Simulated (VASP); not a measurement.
Input of a VASP 6.6.1 run:

POSCAR

```
Al
1.0
    0.0000000000      1.9756748765      1.9756748765
    1.9756748765      0.0000000000      1.9756748765
    1.9756748765      1.9756748765      0.0000000000
Al
1
Direct
    0.0000000000      0.0000000000      0.0000000000
```

File INCAR.step1:

```
PREC = Accurate
ENCUT = 520
ISMEAR = 0
SIGMA = 0.1
LREAL = F
LASPH = T
NELM = 100
NBANDS = 8
GGA = PE
ALGO = Normal
EDIFF = 1E-4
LWAVE = T
LCHARG = F
```

Contents of INCAR.step2:

```
PREC = Accurate
ENCUT = 520
EDIFF = 1E-7
ISMEAR = 0
SIGMA = 0.1
LREAL = F
LASPH = T
NELM = 100
ALGO = Normal
ISIF = 2
LWAVE = F
LCHARG = F
METAGGA = R2SCAN
LMIXTAU = T
NBANDS = 8
ISTART = 1
```

File KPOINTS:

```
Automatic mesh
0
Gamma
  18 18 18
```

Potentials or basis: VASP PAW PBE potentials, release 64 (Al).

Command:

```bash
$ cat potpaw_PBE.64/Al/POTCAR > POTCAR
$ cp INCAR.step1 INCAR
$ mpirun -np 1 vasp_std > vasp.out
$ cp INCAR.step2 INCAR
$ mpirun -np 1 vasp_std > vasp.out
```

(1) What does it give for the pressure?

## Answers

(1) 2.7 GPa.

Caveat: the PAW data sets were made with another functional, which shifts forces and pressure a little.
